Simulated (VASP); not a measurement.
# Ti (P6/mmm) in VASP: further runs, part 2 of 2

VASP 6.6.1. The steps go on from the part before.

## 3. Single point, PBE, collinear spin (18.51 Å³/atom)

This run uses another cell than the first one, of 18.51 Å³/atom.

The input, INCAR:

```
SYSTEM = Ti
ALGO = Normal
EDIFF = 1E-6
ENCUT = 520
GGA = PE
ISIF = 2
ISMEAR = -1
ISPIN = 2
LASPH = .True.
LCHARG = .False.
LMAXMIX = 4
LORBIT = 11
LREAL = .False.
LWAVE = .False.
MAGMOM = 1 1 1
NBANDS = 29
NELM = 150
PREC = Accurate
SIGMA = 0.05
```

The input, KPOINTS:

```
k-points
0
Gamma
  11 11 15
  0 0 0
```

The input, POSCAR:

```
Ti
1.0
    4.6993881041      0.0000000000      0.0000000000
   -2.3496940520      4.0697894804      0.0000000000
    0.0000000000      0.0000000000      2.9040150950
Ti
3
Direct
    0.0000000000      1.0000000000      0.0000000000
    0.3333333333      0.6666666667      0.5000000000
    0.6666666667      0.3333333333      0.5000000000
```

Potentials or basis: VASP PAW PBE potentials, release 64 (Ti_sv).

Started as:

```bash
$ cat potpaw_PBE.64/Ti_sv/POTCAR > POTCAR
$ mpirun -np 1 vasp_std > vasp.out
```

OUTCAR:

```text
SYSTEM = Ti
   EDIFF = 1E-6
   ENCUT = 520
   GGA = PE
   ISIF = 2
   ISMEAR = -1
   ISPIN = 2
   LASPH = .True.
   LORBIT = 11
   LREAL = .False.
   NELM = 150
   PREC = Accurate

 ion  position               nearest neighbor table
   1  0.000  0.000  0.000-
   2  0.333  0.667  0.500-   3 2.71   3 2.71   3 2.71
   3  0.667  0.333  0.500-   2 2.71   2 2.71   2 2.71

  LATTYP: Found a hexagonal cell.
 ALAT       =     4.6993881041
 C/A-ratio  =     0.6179560042

  Lattice vectors:

 A1 = (   4.6993881041,   0.0000000000,   0.0000000000)
 A2 = (  -2.3496940520,   4.0697894804,   0.0000000000)
 A3 = (   0.0000000000,   0.0000000000,   2.9040150950)

Analysis of symmetry for initial positions (statically):
=====================================================================
 Subroutine PRICEL returns:
 Original cell was already a primitive cell.

 Routine SETGRP: Setting up the symmetry group for a
 hexagonal supercell.

 Subroutine GETGRP returns: Found 24 space group operations
 (whereof 24 operations were pure point group operations)
 out of a pool of 24 trial point group operations.

The static configuration has the point symmetry D_6h.

Analysis of symmetry for dynamics (positions and initial velocities):
=====================================================================
 Subroutine PRICEL returns:
 Original cell was already a primitive cell.

 Routine SETGRP: Setting up the symmetry group for a
 hexagonal supercell.

 Subroutine GETGRP returns: Found 24 space group operations
 (whereof 24 operations were pure point group operations)
 out of a pool of 24 trial point group operations.

The dynamic configuration has the point symmetry D_6h.

Analysis of structural, dynamic, and magnetic symmetry:
=====================================================================
 Subroutine PRICEL returns:
 Original cell was already a primitive cell.

 Routine SETGRP: Setting up the symmetry group for a
 hexagonal supercell.

 Subroutine GETGRP returns: Found 24 space group operations
 (whereof 24 operations were pure point group operations)
 out of a pool of 24 trial point group operations.

The overall configuration has the point symmetry D_6h.

 Subroutine INISYM returns: Found 24 space group operations
 (whereof 24 operations are pure point group operations),
 and found     1 'primitive' translations

----------------------------------------------------------------------------------------

                                     Primitive cell

  volume of cell :      55.5408

  direct lattice vectors                    reciprocal lattice vectors
     4.699388104  0.000000000  0.000000000     0.212793661  0.122856478  0.000000000
    -2.349694052  4.069789480  0.000000000     0.000000000  0.245712955  0.000000000
     0.000000000  0.000000000  2.904015095     0.000000000  0.000000000  0.344350827

  length of vectors
     4.699388104  4.699388104  2.904015095     0.245712955  0.245712955  0.344350827

  position of ions in fractional coordinates (direct lattice)
     0.000000000  0.000000000  0.000000000
     0.333333333  0.666666667  0.500000000
[... 72 lines left out ...]
   ICHARG =      2    charge: 1-file 2-atom 10-const
   ISPIN  =      2    spin polarized calculation?
   LNONCOLLINEAR =      F non collinear calculations
   LSORBIT =      F    spin-orbit coupling
   LASPH  =      T    aspherical Exc in radial PAW
   ENCUT  =  520.0 eV  38.22 Ry    6.18 a.u.   8.74  8.74  5.40*2*pi/ulx,y,z
   NELM   =    150;   NELMIN=  2; NELMDL= -5     # of ELM steps
   EDIFF  = 0.1E-05   stopping-criterion for ELM
   LREAL  =      F    real-space projection
   EDIFFG = 0.1E-04   stopping-criterion for IOM
   NSW    =      0    number of steps for IOM
   IBRION =     -1    ionic relax: 0-MD 1-quasi-New 2-CG
   NFREE  =      0    steps in history (QN), initial steepest desc. (CG)
   ISIF   =      2    stress and relaxation
   ISYM   =      2    0-nonsym 1-usesym 2-fastsym
   POTIM  = 0.5000    time-step for ionic-motion
   TEBEG  =    0.0;   TEEND  =   0.0 temperature during run
   PSTRESS=    0.0 pullay stress
   NELECT =      36.0000    total number of electrons
   NUPDOWN=      -1.0000    fix difference up-down
   EMIN   =  10.00;   EMAX   =-10.00  energy-range for DOS
   EFERMI =   0.00;   METHOD = LEGACY
   ISMEAR =    -1;   SIGMA  =   0.05  broadening in eV -4-tet -1-fermi 0-gaus
   EFERMI_NEDOS =   21; number of points for ismear=-14 and -15
   IALGO  =     38    algorithm
   IMIX   =      4    mixing-type and parameters
     AMIX     =   0.40;   BMIX     =  1.00
     AMIX_MAG =   1.60;   BMIX_MAG =  1.00
  volume/ion in A,a.u.               =      18.51       124.94
  Fermi-wavevector in a.u.,A,eV,Ry     =   1.416788  2.677342 27.310825  2.007289
  Thomas-Fermi vector in A             =   2.538086
   LORBIT       =     11    0 simple, 1 ext, 2 COOP (PROOUT), +10 PAW based schemes
   GGA     = PE    functional components
   LHFCALC =     F    Hartree Fock is set to
   AEXX    =    0.0000 exact exchange contribution
   IVDW    =     0    specifies the selected vdW correction
   LEPSILON=     F    determine dielectric tensor
   LRPA    =     F    only Hartree local field effects (RPA)
 spin polarized calculation
  energy-cutoff  :      520.00
  volume of cell :       55.54
 maximum number of plane-waves:      1529
 NGX is ok and might be reduce to    36
   NGX = 17   NGY = 17   NGZ = 11

 number of electron      36.0000017 magnetization      -0.0041631

 number of electron      36.0000017 magnetization       0.0001520

 Free energy of the ion-electron system (eV)
  ---------------------------------------------------
  ext. energy  EPLUGINS =         0.00000000
  ---------------------------------------------------
  free energy    TOTEN  =       -23.42864513 eV

  energy without entropy =      -23.40424665  energy(sigma->0) =      -23.41644589

 E-fermi :   7.5618     XC(G=0): -11.1996

 val. band max:        7.5570077732   @ k =   0.3636   0.0909   0.0667
 cond. band min:       7.5736993972   @ k =   0.4545   0.0909   0.1333
 fundamental gap:      0.0166916241
 Fermi energy:         7.5617955655

 spin component 1

 k-point     1 :       0.0000    0.0000    0.0000
  band No.  band energies     occupation
      1     -49.4733      1.00000
      2     -49.2043      1.00000
      3     -49.0791      1.00000
      4     -25.7620      1.00000
      5     -25.7620      1.00000
      6     -25.6048      1.00000
[... 757 lines left out ...]
     28      10.8249      0.00000
     29      12.2406      0.00000

 [... further k-points ...]

 spin component 2

 k-point     1 :       0.0000    0.0000    0.0000
  band No.  band energies     occupation
      1     -49.4738      1.00000
      2     -49.2041      1.00000
      3     -49.0788      1.00000
      4     -25.7624      1.00000
      5     -25.7624      1.00000
      6     -25.6045      1.00000
[... 757 lines left out ...]
     28      10.8249      0.00000
     29      12.2406      0.00000

 [... further k-points ...]

------------------------ aborting loop because EDIFF is reached ----------------------------------------

  FORCE on cell =-STRESS in cart. coord.  units (eV):
  Direction    XX          YY          ZZ          XY          YZ          ZX
  --------------------------------------------------------------------------------------
  -------------------------------------------------------------------------------------
  Total       -2.6195959     -2.6195959     -2.7056294     -0.0000000      0.0000000     -0.0000000
  in kB      -75.5670993    -75.5670993    -78.0488973     -0.0000000      0.0000000     -0.0000000
  external PRESSURE =     -76.3943653 kB  Pullay stress =       0.0000000 kB

 VOLUME and BASIS-vectors are now :
 -----------------------------------------------------------------------------
  energy-cutoff  :      520.00
  volume of cell :       55.54
      direct lattice vectors                 reciprocal lattice vectors
     4.699388104  0.000000000  0.000000000     0.212793661  0.122856478  0.000000000
    -2.349694052  4.069789480  0.000000000     0.000000000  0.245712955  0.000000000
     0.000000000  0.000000000  2.904015095     0.000000000  0.000000000  0.344350827

 POSITION                                       TOTAL-FORCE (eV/Angst)
 -----------------------------------------------------------------------------------
      0.00000      0.00000      0.00000         0.000000      0.000000      0.000000
     -0.00000      2.71319      1.45201         0.000000      0.000000     -0.000000
      2.34969      1.35660      1.45201        -0.000000      0.000000      0.000000
 -----------------------------------------------------------------------------------
    total drift:                                0.000000      0.000000     -0.000000

  FREE ENERGIE OF THE ION-ELECTRON SYSTEM (eV)
  ---------------------------------------------------
  free  energy   TOTEN  =       -23.4286451292 eV

  energy  without entropy=      -23.4042466520  energy(sigma->0) =      -23.41644589

 total charge

# of ion       s       p       d       tot
------------------------------------------
    1        2.226   6.123   1.759  10.107
    2        2.232   6.097   1.897  10.226
    3        2.232   6.097   1.897  10.226
--------------------------------------------------
tot          6.690  18.318   5.552  30.560

 magnetization (x)

# of ion       s       p       d       tot
------------------------------------------
    1       -0.000  -0.000  -0.000  -0.000
    2        0.000   0.000   0.000   0.000
    3        0.000   0.000   0.000   0.000
--------------------------------------------------
tot          0.000  -0.000   0.000   0.000
```

OSZICAR:

```text
N       E                     dE             d eps       ncg     rms          rms(c)
DAV:   1     0.449526465353E+03    0.44953E+03   -0.17558E+04 14848   0.149E+03
DAV:   2     0.238496468782E+02   -0.42568E+03   -0.41488E+03 15058   0.465E+02
DAV:   3    -0.223187580383E+02   -0.46168E+02   -0.44835E+02 24614   0.134E+02
[... 11 lines left out ...]
DAV:  15    -0.234286368989E+02   -0.32439E-05   -0.30130E-05 20512   0.241E-02    0.871E-03
DAV:  16    -0.234286394461E+02   -0.25472E-05   -0.99766E-06 16123   0.126E-02    0.617E-03
DAV:  17    -0.234286435556E+02   -0.41095E-05   -0.34144E-05 18668   0.232E-02    0.444E-03
DAV:  18    -0.234286450373E+02   -0.14817E-05   -0.15343E-05 17542   0.159E-02    0.170E-03
DAV:  19    -0.234286451292E+02   -0.91894E-07   -0.40386E-06 11216   0.822E-03
   1 F= -.23428645E+02 E0= -.23416446E+02  d E =-.243985E-01  mag=    -0.0000
```

stdout:

```text
POSCAR found type information on POSCAR Ti
 POSCAR found :  1 types and       3 ions
 scaLAPACK will be used
 LDA part: xc-table for (Slater+PW92), standard interpolation
 POSCAR, INCAR and KPOINTS ok, starting setup
 FFT: planning ... GRIDC
 FFT: planning ... GRID_SOFT
 FFT: planning ... GRID
 WAVECAR not read
 entering main loop
```

Wall time 5.3 min (1 thread of AMD EPYC 9R45 (Zen 5), shared host); peak memory 0.36 GiB.

What came out:

```
Free energy                                           : -23.4286 eV
Pressure                                              : -7.6 GPa
Band gap on the k mesh                                : zero (filled and empty bands overlap)
Net moment                                            : 0.00 μB per cell
Valence electrons inside the program's atomic spheres : Ti 10.11, 10.23 (each value once)
```

Stress tensor (GPa, compression positive):
```
-7.56  0.00  0.00
 0.00 -7.56  0.00
 0.00  0.00 -7.80
```

Levels at points of the mesh, in eV from the Fermi level:
Spin up:
```tsv
k point	band 16	band 17	band 18	band 19	band 20	band 21
(0.00, 0.00, 0.00)	-0.68	-0.58	-0.58	-0.05	0.63	1.20
```
Spin down:
```tsv
k point	band 14	band 15	band 16	band 17	band 18	band 19	band 20	band 21	band 22	band 23
(0.00, 0.00, 0.00)	-1.73	-0.68	-0.68	-0.58	-0.58	-0.05	0.63	1.20	1.20	1.67
```

Caveat: the cell stands under tension.

## 4. Single point, PBE, collinear spin (19.20 Å³/atom)

This run uses another cell than the first one, of 19.20 Å³/atom.

The input, INCAR:

```
PREC = Accurate
ENCUT = 520
EDIFF = 1E-6
ISMEAR = -1
SIGMA = 0.05
LREAL = F
LASPH = T
NELM = 150
ALGO = Normal
ISIF = 2
LWAVE = F
LCHARG = F
ISPIN = 2
MAGMOM = 1 1 1
LORBIT = 11
LMAXMIX = 4
GGA = PE
NBANDS = 29
```

The input, KPOINTS:

```
Automatic mesh
0
Gamma
  11 11 15
```

The input, POSCAR:

```
Ti
1.0
    4.7567033638      0.0000000000      0.0000000000
   -2.3783516819      4.1194259513      0.0000000000
    0.0000000000      0.0000000000      2.9394334039
Ti
3
Direct
    0.0000000000      1.0000000000      0.0000000000
    0.3333333333      0.6666666667      0.5000000000
    0.6666666667      0.3333333333      0.5000000000
```

Started as:

```bash
$ cat potpaw_PBE.64/Ti_sv/POTCAR > POTCAR
$ mpirun -np 1 vasp_std > vasp.out
```

Run time: 5.7 min. Hardware: 1 thread of AMD EPYC 9R45 (Zen 5), shared host; peak memory 0.37 GiB.

It converged, with:

```
Free energy                                           : -23.3129 eV
Pressure                                              : -10.4 GPa
Band gap on the k mesh                                : zero (filled and empty bands overlap)
Net moment                                            : 0.00 μB per cell
Valence electrons inside the program's atomic spheres : Ti 10.07, 10.19 (each value once)
```

Stress tensor (GPa, compression positive):
```
-10.32   0.00   0.00
  0.00 -10.32   0.00
  0.00   0.00 -10.66
```

Levels at points of the mesh, in eV from the Fermi level:
Spin up:
```tsv
k point	band 15	band 16	band 17	band 18	band 19	band 20	band 21	band 22
(0.00, 0.00, 0.00)	-0.67	-0.67	-0.57	-0.57	-0.05	0.61	1.15	1.15
```
Spin down:
```tsv
k point	band 15	band 16	band 17	band 18	band 19	band 20	band 21	band 22
(0.00, 0.00, 0.00)	-0.67	-0.67	-0.57	-0.57	-0.05	0.61	1.15	1.15
```

Caveat: the cell stands under tension.

## 5. The runs side by side

| cell | gap on the mesh (eV) | pressure (GPa) | moment (μB) |
| --- | --- | --- | --- |
| a = 4.641, b = 4.641, c = 2.868 Å, angles 90.0, 90.0, 120.0°, 3 atoms | none | -4.2 | 0.00 |
| a = 4.699, b = 4.699, c = 2.904 Å, angles 90.0, 90.0, 120.0°, 3 atoms | none | -7.6 | 0.00 |
| a = 4.757, b = 4.757, c = 2.939 Å, angles 90.0, 90.0, 120.0°, 3 atoms | none | -10.4 | 0.00 |

Alike in all rows: task single point; level PBE; potentials or basis VASP PAW PBE potentials, release 64 (Ti_sv); spin collinear; k mesh 11 × 11 × 15; cutoff (eV) 520; smearing fermi-dirac 0.05 eV.

Caveats: the cell stands under tension.

Total energies depend on the potentials used, so only differences within one code and one set of settings carry meaning.
